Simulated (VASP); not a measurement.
Wanted: the native input for a VASP 6.6.1 run.

```
Task                               : single point
Functional                         : HF
Potentials or basis                : VASP PAW PBE potentials, release 64 (Bi_d, S)
Cutoff                             : 520 eV
k mesh                             : 4 × 4 × 4
Occupations                        : fermi-dirac, width 0.05 eV
Spin                               : no spin polarisation
Dipole correction                  : no
Grid for exact exchange (PRECFOCK) : Normal
Further INCAR settings             : ALGO = Normal; EDIFF = 1e-06; NBANDS = 18
Share of exact exchange            : 1
```

BiS:

```
Bi S
1.0
     2.10927    1.21779    3.50049
    -2.10927    1.21779    3.50049
     0.00000   -2.43558    3.50049
Bi S
1 1
Cartesian
  0.0000 0.0000 0.0000
  0.0000 0.0000 5.2507
```

These files were run (other wordings do the same):

POSCAR

```
BiS
1.0
    2.1092708700      1.2177881000      3.5004874800
   -2.1092708700      1.2177881000      3.5004874800
    0.0000000000     -2.4355762100      3.5004874800
Bi S
1 1
Direct
    0.0000000000      0.0000000000      0.0000000000
    0.5000000000      0.5000000000      0.5000000000
```

INCAR.step1

```
  PREC = Accurate
  ENCUT = 520
  EDIFF = 1E-5
  ISMEAR = -1
  SIGMA = 0.05
  LREAL = False
  LASPH = True
  NELM = 60
  ALGO = Normal
  ISIF = 2
  LWAVE = True
  LCHARG = False
  GGA = PE
  NBANDS = 18
```

INCAR.step2

```
  PREC = Accurate
  ENCUT = 520
  EDIFF = 1E-6
  ISMEAR = -1
  SIGMA = 0.05
  LREAL = False
  LASPH = True
  NELM = 60
  ALGO = Normal
  ISIF = 2
  LWAVE = False
  LCHARG = False
  GGA = PE
  LHFCALC = True
  AEXX = 1.0
  ALDAC = 0.0
  AGGAC = 0.0
  PRECFOCK = Normal
  ISTART = 1
  NBANDS = 18
```

KPOINTS

```
Automatic mesh
0
Gamma
  4 4 4
```

Potentials or basis: VASP PAW PBE potentials, release 64 (Bi_d, S).

Command:

```console
$ cat potpaw_PBE.64/Bi_d/POTCAR potpaw_PBE.64/S/POTCAR > POTCAR
$ cp INCAR.step1 INCAR
$ mpirun -np 1 vasp_std > vasp.out
$ cp INCAR.step2 INCAR
$ mpirun -np 1 vasp_std > vasp.out
```

Results of the run:

* Pressure: 0.5 GPa
* Band gap on the k mesh: zero (an odd number of electrons rules out a gap without spin polarisation)

Caveat: the k points lie up to 0.46 Å⁻¹ apart, too coarse for converged energies and pressures of a metal; the PAW data sets were made with another functional, which shifts forces and pressure a little; spin-orbit coupling is left out, which moves the levels of the heavy elements; an odd number of electrons without spin polarisation forces a metal; a magnetic or distorted state may lie lower.

Wall time 47 min on 1 thread of AMD EPYC 7571, with other jobs on the host, peak memory 0.16 GiB.
